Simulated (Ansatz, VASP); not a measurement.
## Zn: VASP beside Ansatz

```
Zn
1.0
     2.57459    0.00000    0.00000
    -1.28729    2.22966    0.00000
     0.00000    0.00000   18.35680
Zn
2
Direct
  0.83333 0.16667 0.43189
  0.16667 0.83333 0.56811
```

Alike in both runs: functional LDA; k mesh 16 × 16 × 1; occupations fermi-dirac, width 0.1 eV; no spin polarisation.

Ansatz relaxed the structure, and its values are those at the end. VASP's run is a single point on that final structure, the one shown.

```csv
,VASP,Ansatz
version,VASP 6.6.1,Ansatz 0.2.0
potentials or method,"VASP PAW LDA potentials, release 64 (Zn)","PAW with Ansatz's default frozen-core files, scalar-relativistic"
plane-wave cutoff (eV),400,420
valence electrons in the cell,24,24
```

VASP gave:

| Property | Result |
| --- | --- |
| rms of the force components (eV/Å) | 0.004 |

Question: Estimate Ansatz's values.

Answer: rms of the force components (eV/Å): 0.003.

LDA's correlation is that of Perdew and Zunger in VASP and of Perdew and Wang (1992) in Ansatz. Ansatz's warnings: stress scf threshold loose.
